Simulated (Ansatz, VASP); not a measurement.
Al in VASP and in Ansatz

```
CELL_PARAMETERS angstrom
2.85185 0.00000 0.00000
-1.42593 2.46978 0.00000
0.00000 0.00000 9.24105
ATOMIC_POSITIONS crystal
Al 0.82746 0.00000 0.00000
Al 0.33333 0.66667 0.25000
Al 0.17254 0.00000 0.50000
Al 0.66667 0.33333 0.75000
```

Change from the starting cell: mode 4 frozen in at -0.486 Å, equal normal strain along x and y +0.0133.

Alike in both runs: task single point; functional PBE; dispersion D3(BJ); k mesh 18 × 18 × 4; occupations gaussian, width 0.15 eV; no spin polarisation.

|  | VASP | Ansatz |
| --- | --- | --- |
| version | VASP 6.6.1 | Ansatz 0.2.0 |
| potentials or method | VASP PAW PBE potentials, release 64 (Al), cutoff 520 eV | scalar-relativistic, plane waves, PAW |
| valence electrons in the cell | 12 | 12 |

```csv
,VASP,Ansatz,Ansatz less VASP
gap on the k mesh at the Fermi level (eV),none,none,-
pressure (GPa),-0.2,-0.2,0.00
"traceless stress, the component that is largest in VASP (GPa)",3.76,3.76,-0.002
rms of the force components (eV/Å),0.208,0.208,+0.0004
```

Atom by atom the forces differ by 0.000 eV/Å (rms over components). A gap of «none» marks a metal or a gap that the smearing closes.
